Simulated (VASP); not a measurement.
Input of a VASP 6.6.1 run:

File INCAR:

```
SYSTEM = CdH2O2
ALGO = Normal ; EDIFF = 1E-7
ENCUT = 520 ; GGA = PS
ISIF = 2 ; ISMEAR = 0
LASPH = .True. ; LCHARG = .False.
LREAL = .False. ; LWAVE = .False.
NBANDS = 21 ; NELM = 80
PREC = Accurate ; SIGMA = 0.01
```

File KPOINTS:

```
k-points
0
Gamma
  6 6 4
  0 0 0
```

The input POSCAR:

```
CdH2O2
1.0
    3.5388082674      0.0000000000      0.0000000000
   -1.7694041337      3.0646978597      0.0000000000
    0.0000000000      0.0000000000      4.6737283933
Cd H O
1 2 2
Direct
    0.0000000000      0.0000000000      0.0000000000
    0.6666666667      0.3333333333      0.5509607200
    0.3333333333      0.6666666667      0.4490392800
    0.6666666667      0.3333333333      0.7593720000
    0.3333333333      0.6666666667      0.2406280000
```

Potentials or basis: VASP PAW PBE potentials, release 64 (Cd, H, O).

Launch:

```sh
$ cat potpaw_PBE.64/Cd/POTCAR potpaw_PBE.64/H/POTCAR potpaw_PBE.64/O/POTCAR > POTCAR
$ mpirun -np 1 vasp_std > vasp.out
```

(1) Estimate the largest force.

(2) Predict the band gap on the k mesh.

(3) Predict the pressure.

Results:

(1) 0.527 eV/Å.

(2) 1.55 eV, indirect (least direct gap 1.89 eV).

(3) -1.9 GPa.

Caveat: the PAW data sets were made with another functional, which shifts forces and pressure a little.
